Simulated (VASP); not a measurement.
# Mo (Im-3m) in VASP: single point with PBE

Aim: the single point of Mo with PBE.

Program: VASP 6.6.1. These are calculated values, not measurements. Logs are shortened: lines on timing, memory, paths and dates and some standing lists are left out, and cuts for length are marked.

## (1) The cell of the first run

Symmetry: Im-3m, No. 229, cubic system. Conventional cell: a = 3.147 Å, b = 3.147 Å, c = 3.147 Å, α = 90.00°, β = 90.00°, γ = 90.00°. Within 3.6 Å of Mo (site symmetry m-3m) lie 14 Mo at 2.73 to 3.15 Å.

## (2) Single point, PBE, collinear spin

File POSCAR:

```
Mo
1.0
   -1.5734150000      1.5734150000      1.5734150000
    1.5734150000     -1.5734150000      1.5734150000
    1.5734150000      1.5734150000     -1.5734150000
Mo
1
Direct
    0.0000000000      0.0000000000      0.0000000000
```

File INCAR.step1:

```
SYSTEM = Mo
  PREC = Accurate
  ENCUT = 520
  EDIFF = 1E-7
  ISMEAR = -1
  SIGMA = 0.05
  LREAL = .False.
  LASPH = .True.
  NELM = 150
  ALGO = Normal
  ISIF = 2
  LWAVE = .False.
  LCHARG = .True.
  ISPIN = 2
  MAGMOM = 1.5
  LMAXMIX = 4
  GGA = PE
  NBANDS = 17
```

File KPOINTS.step1:

```
Automatic mesh
0
Gamma
  17 17 17
  0 0 0
```

File INCAR.step2:

```
SYSTEM = Mo
  PREC = Accurate
  ENCUT = 520
  EDIFF = 1E-7
  ISMEAR = -5
  SIGMA = 0.05
  LREAL = .False.
  LASPH = .True.
  NELM = 150
  ALGO = Normal
  ISIF = 2
  LWAVE = .False.
  LCHARG = .False.
  ISPIN = 2
  MAGMOM = 1.5
  LORBIT = 11
  LMAXMIX = 4
  GGA = PE
  NBANDS = 17
  NEDOS = 2001
  ICHARG = 11
```

File KPOINTS.step2:

```
Automatic mesh
0
Gamma
  26 26 26
  0 0 0
```

Potentials or basis: VASP PAW PBE potentials, release 64 (Mo_sv).

Command:

```
cat potpaw_PBE.64/Mo_sv/POTCAR > POTCAR
cp INCAR.step1 INCAR
cp KPOINTS.step1 KPOINTS
mpirun -np 1 vasp_std > vasp.out
cp INCAR.step2 INCAR
cp KPOINTS.step2 KPOINTS
mpirun -np 1 vasp_std > vasp.out
```

OUTCAR:

```text
SYSTEM = Mo
   PREC = Accurate
   ENCUT = 520
   EDIFF = 1E-7
   ISMEAR = -5
   LREAL = .False.
   LASPH = .True.
   NELM = 150
   ISIF = 2
   ISPIN = 2
   LORBIT = 11
   GGA = PE
   ICHARG = 11

 ion  position               nearest neighbor table
   1  0.000  0.000  0.000-

  LATTYP: Found a body centered cubic cell.
 ALAT       =     3.1468300000

  Lattice vectors:

 A1 = (  -1.5734150000,   1.5734150000,   1.5734150000)
 A2 = (   1.5734150000,  -1.5734150000,   1.5734150000)
 A3 = (   1.5734150000,   1.5734150000,  -1.5734150000)

Analysis of symmetry for initial positions (statically):
=====================================================================
 Subroutine PRICEL returns:
 Original cell was already a primitive cell.

 Routine SETGRP: Setting up the symmetry group for a
 body centered cubic supercell.

 Subroutine GETGRP returns: Found 48 space group operations
 (whereof 48 operations were pure point group operations)
 out of a pool of 48 trial point group operations.

The static configuration has the point symmetry O_h .

Analysis of symmetry for dynamics (positions and initial velocities):
=====================================================================
 Subroutine PRICEL returns:
 Original cell was already a primitive cell.

 Routine SETGRP: Setting up the symmetry group for a
 body centered cubic supercell.

 Subroutine GETGRP returns: Found 48 space group operations
 (whereof 48 operations were pure point group operations)
 out of a pool of 48 trial point group operations.

The dynamic configuration has the point symmetry O_h .

Analysis of structural, dynamic, and magnetic symmetry:
=====================================================================
 Subroutine PRICEL returns:
 Original cell was already a primitive cell.

 Routine SETGRP: Setting up the symmetry group for a
 body centered cubic supercell.

 Subroutine GETGRP returns: Found 48 space group operations
 (whereof 48 operations were pure point group operations)
 out of a pool of 48 trial point group operations.

The overall configuration has the point symmetry O_h .

 Subroutine INISYM returns: Found 48 space group operations
 (whereof 48 operations are pure point group operations),
 and found     1 'primitive' translations

----------------------------------------------------------------------------------------

                                     Primitive cell

  volume of cell :      15.5808

  direct lattice vectors                    reciprocal lattice vectors
    -1.573415000  1.573415000  1.573415000     0.000000000  0.317780115  0.317780115
     1.573415000 -1.573415000  1.573415000     0.317780115  0.000000000  0.317780115
     1.573415000  1.573415000 -1.573415000     0.317780115  0.317780115  0.000000000

  length of vectors
     2.725234721  2.725234721  2.725234721     0.449408949  0.449408949  0.449408949

  position of ions in fractional coordinates (direct lattice)
     0.000000000  0.000000000  0.000000000

  ion indices of the primitive-cell ions
   primitive index   ion index
                 1           1

----------------------------------------------------------------------------------------

 KPOINTS: Automatic mesh

Automatic generation of k-mesh.
 Grid dimensions read from file:
 generate k-points for:   26   26   26

 Generating k-lattice:

  Cartesian coordinates                     Fractional coordinates (reciprocal lattice)
     0.000000000  0.012222312  0.012222312     0.038461538  0.000000000  0.000000000
     0.012222312  0.000000000  0.012222312     0.000000000  0.038461538  0.000000000
     0.012222312  0.012222312  0.000000000     0.000000000  0.000000000  0.038461538

  Length of vectors
     0.017284960  0.017284960  0.017284960

  Shift w.r.t. Gamma in fractional coordinates (k-lattice)
     0.000000000  0.000000000  0.000000000

 TETIRR: Found  21036 inequivalent tetrahedra from   105456

 Subroutine IBZKPT returns following result:
 ===========================================

 Found    511 irreducible k-points:

 Following reciprocal coordinates:
            Coordinates               Weight
  0.000000  0.000000  0.000000      1.000000
  0.038462  0.000000  0.000000     12.000000
  0.076923  0.000000  0.000000     12.000000
  0.115385  0.000000  0.000000     12.000000
  0.153846  0.000000  0.000000     12.000000
  0.192308  0.000000  0.000000     12.000000
[... 16 lines left out ...]
  0.346154  0.038462  0.000000     48.000000
  0.384615  0.038462  0.000000     48.000000
 [... further k-points ...]
   k-points           NKPTS =    511   k-points in BZ     NKDIM =    511   number of bands    NBANDS=     17
   number of dos      NEDOS =   2001   number of ions     NIONS =      1
   total plane-waves  NPLWV =   8000
   dimension x,y,z NGX =    20 NGY =   20 NGZ =   20
   dimension x,y,z NGXF=    40 NGYF=   40 NGZF=   40
   ions per type =               1
   NGX,Y,Z   is equivalent  to a cutoff of  12.20, 12.20, 12.20 a.u.
   NGXF,Y,Z  is equivalent  to a cutoff of  24.40, 24.40, 24.40 a.u.
 SYSTEM =  Mo
   PREC   = accura    normal or accurate (medium, high low for compatibility)
   ISTART =      0    job   : 0-new  1-cont  2-samecut
   ICHARG =     11    charge: 1-file 2-atom 10-const
   ISPIN  =      2    spin polarized calculation?
   LNONCOLLINEAR =      F non collinear calculations
   LSORBIT =      F    spin-orbit coupling
   LASPH  =      T    aspherical Exc in radial PAW
   ENCUT  =  520.0 eV  38.22 Ry    6.18 a.u.   5.07  5.07  5.07*2*pi/ulx,y,z
   NELM   =    150;   NELMIN=  2; NELMDL=  0     # of ELM steps
   EDIFF  = 0.1E-06   stopping-criterion for ELM
   LREAL  =      F    real-space projection
   EDIFFG = 0.1E-05   stopping-criterion for IOM
   NSW    =      0    number of steps for IOM
   IBRION =     -1    ionic relax: 0-MD 1-quasi-New 2-CG
   NFREE  =      0    steps in history (QN), initial steepest desc. (CG)
   ISIF   =      2    stress and relaxation
   ISYM   =      2    0-nonsym 1-usesym 2-fastsym
   POTIM  = 0.5000    time-step for ionic-motion
   TEBEG  =    0.0;   TEEND  =   0.0 temperature during run
   PSTRESS=    0.0 pullay stress
   NELECT =      14.0000    total number of electrons
   NUPDOWN=      -1.0000    fix difference up-down
   EMIN   =  10.00;   EMAX   =-10.00  energy-range for DOS
   EFERMI =   0.00;   METHOD = LEGACY
   ISMEAR =    -5;   SIGMA  =   0.05  broadening in eV -4-tet -1-fermi 0-gaus
   EFERMI_NEDOS =   21; number of points for ismear=-14 and -15
   IALGO  =     38    algorithm
   IMIX   =      4    mixing-type and parameters
     AMIX     =   0.40;   BMIX     =  1.00
     AMIX_MAG =   1.60;   BMIX_MAG =  1.00
  volume/ion in A,a.u.               =      15.58       105.14
  Fermi-wavevector in a.u.,A,eV,Ry     =   1.579747  2.985289 33.954710  2.495601
  Thomas-Fermi vector in A             =   2.680079
   LORBIT       =     11    0 simple, 1 ext, 2 COOP (PROOUT), +10 PAW based schemes
   GGA     = PE    functional components
   LHFCALC =     F    Hartree Fock is set to
   AEXX    =    0.0000 exact exchange contribution
   IVDW    =     0    specifies the selected vdW correction
   LEPSILON=     F    determine dielectric tensor
   LRPA    =     F    only Hartree local field effects (RPA)
 spin polarized calculation
 Fermi weights with tetrahedron method with Bloechl corrections
  energy-cutoff  :      520.00
  volume of cell :       15.58
 maximum number of plane-waves:       432

 number of electron      14.0000001 magnetization      -0.0000094

 Free energy of the ion-electron system (eV)
  ---------------------------------------------------
  ext. energy  EPLUGINS =         0.00000000
  ---------------------------------------------------
  free energy    TOTEN  =       -10.93254045 eV

  energy without entropy =      -10.93254045  energy(sigma->0) =      -10.93254045

 E-fermi :  12.6649     XC(G=0): -13.4100

 val. band max:       12.7207276581   @ k =   0.3846   0.1154   0.0385
 cond. band min:      12.5812875211   @ k =  -0.1923   0.1923   0.1154
 fundamental gap:     -0.1394401371
 Fermi energy:        12.6649459622

 spin component 1

 k-point     1 :       0.0000    0.0000    0.0000
  band No.  band energies     occupation
      1     -48.6424      1.00000
      2     -21.9007      1.00000
      3     -21.9007      1.00000
      4     -21.9007      1.00000
      5       5.3994      1.00000
      6      11.2715      1.00000
[... 9 lines left out ...]
     16      42.6261      0.00000
     17      42.6261      0.00000

 k-point     2 :       0.0385    0.0000    0.0000
  band No.  band energies     occupation
      1     -48.6385      1.00000
      2     -21.9227      1.00000
      3     -21.9075      1.00000
      4     -21.9008      1.00000
      5       5.4658      1.00000
      6      11.2338      1.00000
[... 9 lines left out ...]
     16      42.5516      0.00000
     17      42.5989      0.00000
[... 421 lines left out ...]
 k-point    24 :       0.3846    0.0385    0.0000
  band No.  band energies     occupation
      1     -48.3971      1.00000
      2     -23.1926      1.00000
      3     -22.3175      1.00000
      4     -21.9202      1.00000
      5       7.4913      1.00000
      6       9.3867      1.00000
[... 9 lines left out ...]
     16      39.3608      0.00000
     17      39.7678      0.00000

 [... further k-points ...]

 spin component 2

 k-point     1 :       0.0000    0.0000    0.0000
  band No.  band energies     occupation
      1     -48.6424      1.00000
      2     -21.9007      1.00000
      3     -21.9007      1.00000
      4     -21.9007      1.00000
      5       5.3994      1.00000
      6      11.2715      1.00000
[... 9 lines left out ...]
     16      42.6261      0.00000
     17      42.6261      0.00000

 k-point     2 :       0.0385    0.0000    0.0000
  band No.  band energies     occupation
      1     -48.6385      1.00000
      2     -21.9227      1.00000
      3     -21.9075      1.00000
      4     -21.9008      1.00000
      5       5.4658      1.00000
      6      11.2338      1.00000
[... 9 lines left out ...]
     16      42.5516      0.00000
     17      42.5964      0.00000
[... 421 lines left out ...]
 k-point    24 :       0.3846    0.0385    0.0000
  band No.  band energies     occupation
      1     -48.3971      1.00000
      2     -23.1926      1.00000
      3     -22.3175      1.00000
      4     -21.9202      1.00000
      5       7.4913      1.00000
      6       9.3867      1.00000
[... 9 lines left out ...]
     16      39.3607      0.00000
     17      39.7678      0.00000

 [... further k-points ...]

------------------------ aborting loop because EDIFF is reached ----------------------------------------

  FORCE on cell =-STRESS in cart. coord.  units (eV):
  Direction    XX          YY          ZZ          XY          YZ          ZX
  --------------------------------------------------------------------------------------
  -------------------------------------------------------------------------------------
  Total        0.4164927      0.4164927      0.4164927     -0.0000000     -0.0000000      0.0000000
  in kB       42.8280319     42.8280319     42.8280319     -0.0000000     -0.0000000      0.0000000
  external PRESSURE =      42.8280319 kB  Pullay stress =       0.0000000 kB

 VOLUME and BASIS-vectors are now :
 -----------------------------------------------------------------------------
  energy-cutoff  :      520.00
  volume of cell :       15.58
      direct lattice vectors                 reciprocal lattice vectors
    -1.573415000  1.573415000  1.573415000     0.000000000  0.317780115  0.317780115
     1.573415000 -1.573415000  1.573415000     0.317780115  0.000000000  0.317780115
     1.573415000  1.573415000 -1.573415000     0.317780115  0.317780115  0.000000000

 POSITION                                       TOTAL-FORCE (eV/Angst)
 -----------------------------------------------------------------------------------
      0.00000      0.00000      0.00000         0.000000      0.000000     -0.000000
 -----------------------------------------------------------------------------------
    total drift:                                0.000000      0.000000      0.000000

  FREE ENERGIE OF THE ION-ELECTRON SYSTEM (eV)
  ---------------------------------------------------
  free  energy   TOTEN  =       -10.9325404507 eV

  energy  without entropy=      -10.9325404507  energy(sigma->0) =      -10.93254045

 total charge

# of ion       s       p       d       tot
------------------------------------------
    1        2.383   6.208   3.915  12.506

 magnetization (x)

# of ion       s       p       d       tot
------------------------------------------
    1        0.000  -0.000   0.000   0.000
```

It took 87 s on 1 thread of Intel Xeon 6975P-C (Granite Rapids), shared host; peak memory 0.4 GiB.

What came out:

```yaml
Net_moment: 0.00 μB per cell
Valence_electrons_inside_the_program's_atomic_spheres: Mo 12.51
```

Caveat: tetrahedron occupations give inexact forces and stress in metals.
